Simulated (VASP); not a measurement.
Write the native input for VASP 6.6.1 that does the following.

```yaml
Task: single point
Functional: PBE
Potentials_or_basis: VASP PAW PBE potentials, release 64 (Pb_d, Ca_sv, Zn, P)
Cutoff: 520 eV
k_mesh: 4 × 4 × 1
Occupations: gaussian, width 0.1 eV
Spin: no spin polarisation
Dipole_correction: no
Further_INCAR_settings: ALGO = Fast; EDIFF = 1e-06; NBANDS = 62
```

The structure of Ca3Zn2P4Pb2 lies in POSCAR:

```
Ca3Zn2P4Pb2
1.0
    4.2452150000     -0.0566900000      0.0133610000
   -2.1717020000      3.7610990000     -0.0322540000
    0.0483690000     -0.1069060000     15.3641600000
Pb Ca Zn P
2 3 2 4
Direct
    0.2882636881      0.6254138336      0.1375290030
    0.7105896960      0.3165395707      0.8701974907
    0.9473766016      0.9657539012      0.9950447358
    0.0485693896      0.0394242594      0.2796675936
    1.0117474116      0.9510140913      0.7109908418
    0.3863002557      0.7051512607      0.5654812623
    0.6300880199      0.3117977635      0.4196636926
    0.3385613853      0.7027247183      0.8774174549
    0.6626573312      0.3436570611      0.1360558306
    0.2702733555      0.5823435316      0.4116502162
    0.7242337193      0.3735394248      0.6113309581
```

The input as run:

INCAR

```
PREC     = Accurate       # precision mode
ENCUT    = 520            # plane-wave cutoff, eV
EDIFF    = 1E-6           # SCF threshold, eV
ISMEAR   = 0              # smearing method
SIGMA    = 0.1            # smearing width, eV
LREAL    = F              # projectors in reciprocal space
LASPH    = T              # aspherical terms in the spheres
NELM     = 100            # most SCF steps
ALGO     = Fast           # electronic algorithm
ISIF     = 2              # what is computed and relaxed
LWAVE    = F              # write WAVECAR
LCHARG   = F              # write CHGCAR
GGA      = PE             # functional
NBANDS   = 62             # bands
```

KPOINTS

```
regular mesh
0
Gamma
  4 4 1
```

Potentials or basis: VASP PAW PBE potentials, release 64 (Pb_d, Ca_sv, Zn, P).

The run is started by

```sh
$ cat potpaw_PBE.64/Pb_d/POTCAR potpaw_PBE.64/Ca_sv/POTCAR potpaw_PBE.64/Zn/POTCAR potpaw_PBE.64/P/POTCAR > POTCAR
$ mpirun -np 1 vasp_std > vasp.out
```

Results of the run:

```json
{"Pressure": "9.8 GPa", "Largest force": "3.820 eV/Å", "Band gap on the k mesh": "zero (bands 51 and 52 overlap by 1.27 eV)"}
```

Caveat: the k points lie up to 0.42 Å⁻¹ apart, too coarse for converged energies and pressures of a metal; spin-orbit coupling is left out, which moves the levels of the heavy elements; forces of over 1 eV/Å act on the atoms, so gaps and moduli don't describe the material at rest.

Run time: 5 min on 1 thread of AMD EPYC 9R45 96-Core Processor (Zen 5), on a shared host, peak memory 0.41 GiB.
